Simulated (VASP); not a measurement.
A run of VASP 6.6.1:

INCAR

```
SYSTEM = Sb
  PREC = Accurate
  ENCUT = 600
  EDIFF = 1E-6
  ISMEAR = 0
  SIGMA = 0.1
  LREAL = .FALSE.
  LASPH = .TRUE.
  NELM = 100
  ALGO = Normal
  ISIF = 3
  LWAVE = .FALSE.
  LCHARG = .FALSE.
  GGA = PE
  IBRION = 2
  NSW = 90
  EDIFFG = -0.04
```

The input KPOINTS:

```
regular mesh
0
G
  6 6 6
  0 0 0
```

File POSCAR:

```
Sb
1.0
    0.0000000000      2.5049848768      2.5049848768
    2.5049848768      0.0000000000      2.5049848768
    2.5049848768      2.5049848768      0.0000000000
Sb
1
Direct
    0.0000000000      0.0000000000      0.0000000000
```

Potentials or basis: VASP PAW PBE potentials, release 64 (Sb).

Command:

```sh
$ cat potpaw_PBE.64/Sb/POTCAR > POTCAR
$ mpirun -np 1 vasp_std > vasp.out
```

Hardware: 1 thread of AMD EPYC 7R43 64-Core Processor (Zen 3) (shared host).

Question: How long does it take, and how much memory?

Answer: Run time: 12 s on 1 thread of AMD EPYC 7R43 64-Core Processor (Zen 3), with other jobs on the host, peak memory 0.13 GiB. Counts: scf iterations 23, k points 16, ion steps 3.
